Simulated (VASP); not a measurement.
# MgS (P6_3/mmc) in VASP: further runs

Runs on MgS. Level: r2SCAN. Tasks: single point.

Everything below comes from runs of VASP 6.6.1. Logs are shortened: lines on timing, memory, paths and dates and some standing lists are left out, and cuts for length are marked.

### Step 1. The cell of the first run

It takes space group P6_3/mmc (No. 194, hexagonal). The conventional cell has a = 3.571 Å, b = 3.571 Å, c = 6.022 Å, α = 90.00°, β = 90.00°, γ = 120.00°. Within 3.4 Å of Mg (site symmetry -3m) lie 6 S at 2.55 Å and 2 Mg at 3.01 Å. S (site symmetry -6m2) has 6 Mg at 2.55 Å within 3.4 Å.

### Step 2. Single point, r2SCAN (16.63 Å³/atom)

Input file POSCAR:

```
MgS
1.0
    3.5710172953      0.0000000000      0.0000000000
   -1.7855086476      3.0925916951      0.0000000000
    0.0000000000      0.0000000000      6.0218646301
Mg S
2 2
Direct
    0.0000000000      0.0000000000      0.0000000000
    0.0000000000      0.0000000000      0.5000000000
    0.3333333333      0.6666666667      0.2500000000
    0.6666666667      0.3333333333      0.7500000000
```

Input file INCAR.step1:

```
SYSTEM = MgS
ALGO = Normal ; EDIFF = 1E-5
ENCUT = 660 ; GGA = PE
GGA_COMPAT = .FALSE. ; ISMEAR = 0
LASPH = .TRUE. ; LCHARG = .FALSE.
LREAL = .FALSE. ; LWAVE = .TRUE.
NBANDS = 24 ; NELM = 120
PREC = Accurate ; SIGMA = 0.01
```

Input file INCAR.step2:

```
SYSTEM = MgS
ALGO = Normal ; EDIFF = 1E-6
ENCUT = 660 ; GGA_COMPAT = .FALSE.
ISIF = 2 ; ISMEAR = 0
ISTART = 1 ; LASPH = .TRUE.
LCHARG = .FALSE. ; LMIXTAU = .TRUE.
LREAL = .FALSE. ; LWAVE = .FALSE.
METAGGA = R2SCAN ; NBANDS = 24
NELM = 120 ; PREC = Accurate
SIGMA = 0.01
```

Input file KPOINTS:

```
k-points
0
G
  6 6 4
  0 0 0
```

Potentials or basis: VASP PAW PBE potentials, release 64 (Mg_sv, S).

On the command line:

```
$ cat potpaw_PBE.64/Mg_sv/POTCAR potpaw_PBE.64/S/POTCAR > POTCAR
$ cp INCAR.step1 INCAR
$ mpirun -np 1 vasp_std > vasp.out
$ cp INCAR.step2 INCAR
$ mpirun -np 1 vasp_std > vasp.out
```

OUTCAR:

```text
SYSTEM = MgS
   EDIFF = 1E-6
   ENCUT = 660
   ISIF = 2
   ISMEAR = 0
   ISTART = 1
   LASPH = .TRUE.
   LREAL = .FALSE.
   METAGGA = R2SCAN
   NELM = 120
   PREC = Accurate

 ion  position               nearest neighbor table
   1  0.000  0.000  0.000-
   2  0.000  0.000  0.500-
   3  0.333  0.667  0.250-
   4  0.667  0.333  0.750-

  LATTYP: Found a hexagonal cell.
 ALAT       =     3.5710172953
 C/A-ratio  =     1.6863162881

  Lattice vectors:

 A1 = (   3.5710172953,   0.0000000000,   0.0000000000)
 A2 = (  -1.7855086476,   3.0925916951,   0.0000000000)
 A3 = (   0.0000000000,   0.0000000000,   6.0218646301)

Analysis of symmetry for initial positions (statically):
=====================================================================
 Subroutine PRICEL returns:
 Original cell was already a primitive cell.

 Routine SETGRP: Setting up the symmetry group for a
 hexagonal supercell.

 Subroutine GETGRP returns: Found 24 space group operations
 (whereof 12 operations were pure point group operations)
 out of a pool of 24 trial point group operations.

The static configuration has the point symmetry D_3d.
 The point group associated with its full space group is D_6h.

Analysis of symmetry for dynamics (positions and initial velocities):
=====================================================================
 Subroutine PRICEL returns:
 Original cell was already a primitive cell.

 Routine SETGRP: Setting up the symmetry group for a
 hexagonal supercell.

 Subroutine GETGRP returns: Found 24 space group operations
 (whereof 12 operations were pure point group operations)
 out of a pool of 24 trial point group operations.

The dynamic configuration has the point symmetry D_3d.
 The point group associated with its full space group is D_6h.

 Subroutine INISYM returns: Found 24 space group operations
 (whereof 12 operations are pure point group operations),
 and found     1 'primitive' translations

----------------------------------------------------------------------------------------

                                     Primitive cell

  volume of cell :      66.5037

  direct lattice vectors                    reciprocal lattice vectors
[... 83 lines left out ...]
   LSORBIT =      F    spin-orbit coupling
   LASPH  =      T    aspherical Exc in radial PAW
   ENCUT  =  660.0 eV  48.51 Ry    6.96 a.u.   7.48  7.48 12.61*2*pi/ulx,y,z
   NELM   =    120;   NELMIN=  2; NELMDL=  0     # of ELM steps
   EDIFF  = 0.1E-05   stopping-criterion for ELM
   LREAL  =      F    real-space projection
   EDIFFG = 0.1E-04   stopping-criterion for IOM
   NSW    =      0    number of steps for IOM
   IBRION =     -1    ionic relax: 0-MD 1-quasi-New 2-CG
   NFREE  =      0    steps in history (QN), initial steepest desc. (CG)
   ISIF   =      2    stress and relaxation
   ISYM   =      2    0-nonsym 1-usesym 2-fastsym
   POTIM  = 0.5000    time-step for ionic-motion
   TEBEG  =    0.0;   TEEND  =   0.0 temperature during run
   PSTRESS=    0.0 pullay stress
   NELECT =      32.0000    total number of electrons
   NUPDOWN=      -1.0000    fix difference up-down
   EMIN   =  10.00;   EMAX   =-10.00  energy-range for DOS
   EFERMI =   0.00;   METHOD = LEGACY
   ISMEAR =     0;   SIGMA  =   0.01  broadening in eV -4-tet -1-fermi 0-gaus
   EFERMI_NEDOS =   21; number of points for ismear=-14 and -15
   IALGO  =     38    algorithm
   IMIX   =      4    mixing-type and parameters
     AMIX     =   0.40;   BMIX     =  1.00
     AMIX_MAG =   1.60;   BMIX_MAG =  1.00
  volume/ion in A,a.u.               =      16.63       112.20
  Fermi-wavevector in a.u.,A,eV,Ry     =   1.282851  2.424237 22.391209  1.645707
  Thomas-Fermi vector in A             =   2.415139
   LORBIT       =      0    0 simple, 1 ext, 2 COOP (PROOUT), +10 PAW based schemes
   METAGGA = R2SCAN    functional components
   LHFCALC =     F    Hartree Fock is set to
   AEXX    =    0.0000 exact exchange contribution
   IVDW    =     0    specifies the selected vdW correction
   LEPSILON=     F    determine dielectric tensor
   LRPA    =     F    only Hartree local field effects (RPA)
 non-spin polarized calculation
 Gauss-broadening in eV      SIGMA  =   0.01
  energy-cutoff  :      660.00
  volume of cell :       66.50
 maximum number of plane-waves:      2597
 NGX is ok and might be reduce to    30
   NGX = 15   NGY = 15   NGZ = 25

 number of electron      32.0000036 magnetization

 Free energy of the ion-electron system (eV)
  ---------------------------------------------------
  ext. energy  EPLUGINS =         0.00000000
  ---------------------------------------------------
  free energy    TOTEN  =       -30.93365091 eV

  energy without entropy =      -30.93365091  energy(sigma->0) =      -30.93365091

 E-fermi :   4.0426     XC(G=0): -10.5924

 val. band max:        3.9113323007   @ k =   0.0000   0.0000   0.0000
 cond. band min:       8.1298744469   @ k =   0.3333   0.3333   0.0000
 fundamental gap:      4.2185421462
 Fermi energy:         4.0425584890

 k-point     1 :       0.0000    0.0000    0.0000
  band No.  band energies     occupation
      1     -73.5855      2.00000
      2     -73.5834      2.00000
      3     -38.7227      2.00000
      4     -38.7029      2.00000
      5     -38.7029      2.00000
      6     -38.6995      2.00000
[... 556 lines left out ...]
     23      14.2711      0.00000
     24      14.2711      0.00000

------------------------ aborting loop because EDIFF is reached ----------------------------------------

  FORCE on cell =-STRESS in cart. coord.  units (eV):
  Direction    XX          YY          ZZ          XY          YZ          ZX
  --------------------------------------------------------------------------------------
  -------------------------------------------------------------------------------------
  Total        2.1410194      2.1410194      2.3124291      0.0000000      0.0000000      0.0000000
  in kB       51.5805134     51.5805134     55.7100404      0.0000000      0.0000000      0.0000000
  external PRESSURE =      52.9570224 kB  Pullay stress =       0.0000000 kB

 VOLUME and BASIS-vectors are now :
 -----------------------------------------------------------------------------
  energy-cutoff  :      660.00
  volume of cell :       66.50
      direct lattice vectors                 reciprocal lattice vectors
     3.571017295  0.000000000  0.000000000     0.280032248  0.161676694  0.000000000
    -1.785508648  3.092591695  0.000000000     0.000000000  0.323353387  0.000000000
     0.000000000  0.000000000  6.021864630     0.000000000  0.000000000  0.166061521

 POSITION                                       TOTAL-FORCE (eV/Angst)
 -----------------------------------------------------------------------------------
      0.00000      0.00000      0.00000        -0.000000     -0.000000     -0.000000
      0.00000      0.00000      3.01093         0.000000     -0.000000     -0.000000
     -0.00000      2.06173      1.50547        -0.000000      0.000000     -0.000000
      1.78551      1.03086      4.51640         0.000000     -0.000000      0.000000
 -----------------------------------------------------------------------------------
    total drift:                               -0.000000      0.000000     -0.000000

  FREE ENERGIE OF THE ION-ELECTRON SYSTEM (eV)
  ---------------------------------------------------
  free  energy   TOTEN  =       -30.9336509104 eV

  energy  without entropy=      -30.9336509104  energy(sigma->0) =      -30.93365091
```

OSZICAR.step1:

```text
N       E                     dE             d eps       ncg     rms          rms(c)
DAV:   1     0.334262304526E+03    0.33426E+03   -0.21570E+04  1104   0.169E+03
DAV:   2     0.872279740662E+01   -0.32554E+03   -0.30985E+03  1256   0.443E+02
DAV:   3    -0.158136669982E+02   -0.24536E+02   -0.24283E+02  1656   0.101E+02
DAV:   4    -0.174758349799E+02   -0.16622E+01   -0.16524E+01  1264   0.218E+01
DAV:   5    -0.175736972045E+02   -0.97862E-01   -0.97859E-01  1448   0.333E+00    0.886E+00
DAV:   6    -0.168984831701E+02    0.67521E+00   -0.89809E-01  1176   0.505E+00    0.586E+00
DAV:   7    -0.168176947681E+02    0.80788E-01   -0.44925E-01  1360   0.331E+00    0.284E+00
DAV:   8    -0.168174551164E+02    0.23965E-03   -0.81288E-02  1160   0.159E+00    0.591E-01
DAV:   9    -0.168161719862E+02    0.12831E-02   -0.49648E-03  1208   0.452E-01    0.281E-01
DAV:  10    -0.168163546286E+02   -0.18264E-03   -0.64165E-04  1336   0.143E-01    0.106E-01
DAV:  11    -0.168163249543E+02    0.29674E-04   -0.12430E-04  1024   0.699E-02    0.129E-02
DAV:  12    -0.168163260138E+02   -0.10595E-05   -0.75439E-06   856   0.164E-02
   1 F= -.16816326E+02 E0= -.16816326E+02  d E =0.000000E+00
```

Wall time 2.7 min (1 thread of AMD EPYC 9R45 (Zen 5), shared host); peak memory 0.2 GiB.

What came out:

* Free energy: -30.9337 eV
* Pressure: 5.3 GPa
* Band gap on the k mesh: 4.22 eV (least direct gap 5.01 eV)

Caveat: the cell stands under pressure; the PAW data sets were made with another functional, which shifts forces and pressure a little.

### Step 3. Single point, r2SCAN (16.63 Å³/atom)

POSCAR is that of step 2.

INCAR.step1, as its differences from that of step 2:

```diff
@@ -2,3 +2,3 @@
 ALGO = Normal ; EDIFF = 1E-5
-ENCUT = 660 ; GGA = PE
+ENCUT = 750 ; GGA = PE
 GGA_COMPAT = .FALSE. ; ISMEAR = 0
```

INCAR.step2, as its differences from that of step 2:

```diff
@@ -2,3 +2,3 @@
 ALGO = Normal ; EDIFF = 1E-6
-ENCUT = 660 ; GGA_COMPAT = .FALSE.
+ENCUT = 750 ; GGA_COMPAT = .FALSE.
 ISIF = 2 ; ISMEAR = 0
```

KPOINTS is that of step 2.

Potentials or basis: VASP PAW PBE potentials, release 64 (Mg_sv, S).

On the command line:

```
$ cat potpaw_PBE.64/Mg_sv/POTCAR potpaw_PBE.64/S/POTCAR > POTCAR
$ cp INCAR.step1 INCAR
$ mpirun -np 1 vasp_std > vasp.out
$ cp INCAR.step2 INCAR
$ mpirun -np 1 vasp_std > vasp.out
```

Run time: 2.7 min. Hardware: 1 thread of Intel Xeon Platinum 8259CL at 2.50GHz (Skylake/Cascade Lake), shared host; peak memory 0.26 GiB.

It converged, with:

```
Free energy            : -30.9090 eV
Pressure               : 5.4 GPa
Band gap on the k mesh : 4.21 eV (least direct gap 5.00 eV)
```

Stress tensor (GPa, compression positive):
```
5.23 0.00 0.00
0.00 5.23 0.00
0.00 0.00 5.61
```

Levels at points of the mesh, in eV from the valence-band top:
```tsv
k point	band 12	band 13	band 14	band 15	band 16	band 17	band 18	band 19	band 20	band 21
(0.00, 0.00, 0.00)	-0.58	-0.58	-0.27	0.00	0.00	5.00	5.44	7.30	8.55	8.55
(0.50, 0.00, 0.00)	-3.96	-3.15	-1.86	-1.77	-0.73	4.52	5.23	5.71	7.63	9.05
(0.00, 0.00, 0.50)	-3.18	-0.30	-0.30	-0.30	-0.30	5.83	5.83	8.21	8.21	8.21
(0.50, 0.00, 0.50)	-4.92	-1.69	-1.69	-1.30	-1.30	4.81	4.81	5.75	5.75	9.81
```

Caveat: the cell stands under pressure; the PAW data sets were made with another functional, which shifts forces and pressure a little.
